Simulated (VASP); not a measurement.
Here is a VASP 6.6.1 calculation.

File INCAR:

```
SYSTEM = MgB2
PREC = Accurate
ENCUT = 520
EDIFF = 1E-7
ISMEAR = -1
SIGMA = 0.05
LREAL = .FALSE.
LASPH = .TRUE.
NELM = 60
ALGO = Normal
ISIF = 2
LWAVE = .FALSE.
LCHARG = .TRUE.
GGA = PS
LELF = .TRUE.
LVHAR = .TRUE.
NBANDS = 11
```

The input KPOINTS:

```
Automatic mesh
0
G
  12 12 8
  0 0 0
```

Contents of POSCAR:

```
MgB2
1.0
    3.0677593167      0.0000000000      0.0000000000
   -1.5338796583      2.6567575009      0.0000000000
    0.0000000000      0.0000000000      3.4853583606
Mg B
1 2
Direct
    0.0000000000      0.0000000000      0.0000000000
    0.3333333333      0.6666666667      0.5000000000
    0.6666666667      0.3333333333      0.5000000000
```

Potentials or basis: VASP PAW PBE potentials, release 64 (Mg, B).

The run is started by

```sh
$ cat potpaw_PBE.64/Mg/POTCAR potpaw_PBE.64/B/POTCAR > POTCAR
$ mpirun -np 1 vasp_std > vasp.out
```

Task: Predict the band gap on the k mesh.

Result: Zero (bands 4 and 5 overlap by 3.92 eV).

Task: Estimate the pressure.

Result: 0.0 GPa.

Stress tensor (GPa, compression positive):
```
 0.05  0.00  0.00
 0.00  0.05  0.00
 0.00  0.00 -0.16
```

Caveat: the PAW data sets were made with another functional, which shifts forces and pressure a little.
